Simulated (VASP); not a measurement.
A run of VASP 6.6.1 is set up as follows.

Contents of INCAR:

```
SYSTEM = Cs
PREC = Accurate
ENCUT = 520
EDIFF = 1E-7
ISMEAR = 0
SIGMA = 0.15
LREAL = .False.
LASPH = .True.
NELM = 100
ALGO = Fast
ISIF = 2
LWAVE = .False.
LCHARG = .False.
GGA = CA
NBANDS = 10
```

KPOINTS

```
regular mesh
0
Gamma
  12 12 12
  0 0 0
```

Contents of POSCAR:

```
Cs
1.0
   -2.7500754600      2.7913265919      4.0972389800
    2.7500754600     -2.7913265919      4.0972389800
    2.7500754600      2.7913265919     -4.0972389800
Cs
1
Direct
    0.0000000000      0.0000000000      0.0000000000
```

Potentials or basis: VASP PAW LDA potentials, release 64 (Cs_sv).

Launch:

```bash
$ cat potpaw_LDA.64/Cs_sv/POTCAR > POTCAR
$ mpirun -np 1 vasp_std > vasp.out
```

Estimate the band gap on the k mesh.

zero (an odd number of electrons rules out a gap without spin polarisation).

Predict the pressure.

-0.4 GPa.

Caveat: the cell differs from its parent crystal (strain +0.0150 x Voigt [0, 1, 0, 0, 0, 0]); spin-orbit coupling is left out, which moves the levels of the heavy elements.
